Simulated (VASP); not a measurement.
Write the native input for VASP 6.6.1 that does the following.

```yaml
Task: single point
Functional: r2SCAN
Potentials_or_basis: VASP PAW PBE potentials, release 64 (Sn_d, Co)
Cutoff: 520 eV
k_mesh: 6 × 6 × 6
Occupations: gaussian, width 0.1 eV
Spin: collinear spin, ferromagnetic start
Starting_moments: "[0.0, 0.0, 0.0, 1.97] μB"
Dipole_correction: no
Further_INCAR_settings: ALGO = Normal; EDIFF = 1e-06; NBANDS = 38
```

Crystal: CoSn3.

```xyz
4
Lattice="4.4894 0.0000 0.0000 0.0000 4.4894 0.0000 0.0000 0.0000 4.4894" Properties=species:S:1:pos:R:3 pbc="T T T"
Sn    0.0000    2.2447    2.2447
Sn    2.2447    0.0000    2.2447
Sn    2.2447    2.2447    0.0000
Co    0.0000    0.0000    0.0000
```

These files were run (other wordings do the same):

POSCAR

```
CoSn3
1.0
    4.4894106171      0.0000000000      0.0000000000
    0.0000000000      4.4894106171      0.0000000000
    0.0000000000      0.0000000000      4.4894106171
Sn Co
3 1
Direct
    0.0000000000      0.5000000000      0.5000000000
    0.5000000000      0.0000000000      0.5000000000
    0.5000000000      0.5000000000      0.0000000000
    0.0000000000      0.0000000000      0.0000000000
```

INCAR.step1

```
PREC     = Accurate       # precision mode
ENCUT    = 520            # plane-wave cutoff, eV
ISMEAR   = 0              # smearing method
SIGMA    = 0.1            # smearing width, eV
LREAL    = False          # projectors in reciprocal space
LASPH    = True           # aspherical terms in the spheres
NELM     = 150            # most SCF steps
ISPIN    = 2              # spin polarisation
MAGMOM   = 0 0 0 1.97     # initial moments
LMAXMIX  = 4              # l up to which the mixer works
NBANDS   = 38             # bands
GGA      = PE             # functional
ALGO     = Normal         # electronic algorithm
EDIFF    = 1E-4           # SCF threshold, eV
LWAVE    = True           # write WAVECAR
LCHARG   = False          # write CHGCAR
```

INCAR.step2

```
PREC     = Accurate       # precision mode
ENCUT    = 520            # plane-wave cutoff, eV
EDIFF    = 1E-6           # SCF threshold, eV
ISMEAR   = 0              # smearing method
SIGMA    = 0.1            # smearing width, eV
LREAL    = False          # projectors in reciprocal space
LASPH    = True           # aspherical terms in the spheres
NELM     = 150            # most SCF steps
ALGO     = Normal         # electronic algorithm
ISIF     = 2              # what is computed and relaxed
LWAVE    = False          # write WAVECAR
LCHARG   = False          # write CHGCAR
ISPIN    = 2              # spin polarisation
MAGMOM   = 0 0 0 1.97     # initial moments
LORBIT   = 11             # projections on sites
LMAXMIX  = 4              # l up to which the mixer works
METAGGA  = R2SCAN         # meta-GGA
LMIXTAU  = True         
NBANDS   = 38             # bands
ISTART   = 1
```

KPOINTS

```
Automatic mesh
0
Gamma
  6 6 6
```

Potentials or basis: VASP PAW PBE potentials, release 64 (Sn_d, Co).

Launch:

```bash
$ cat potpaw_PBE.64/Sn_d/POTCAR potpaw_PBE.64/Co/POTCAR > POTCAR
$ cp INCAR.step1 INCAR
$ mpirun -np 1 vasp_std > vasp.out
$ cp INCAR.step2 INCAR
$ mpirun -np 1 vasp_std > vasp.out
```

Results of the run:

The pressure is 0.2 GPa and the net moment is 1.99 μB per cell. The site moments are Sn -0.00; Co +2.04 μB and the valence electrons inside the program's atomic spheres are Sn 12.25; Co 7.75.

Caveat: the PAW data sets were made with another functional, which shifts forces and pressure a little.

It took 5.9 min on 1 thread of Intel(R) Xeon(R) Platinum 8259CL CPU @ 2.50GHz (Skylake/Cascade Lake), on a shared host, peak memory 0.31 GiB.
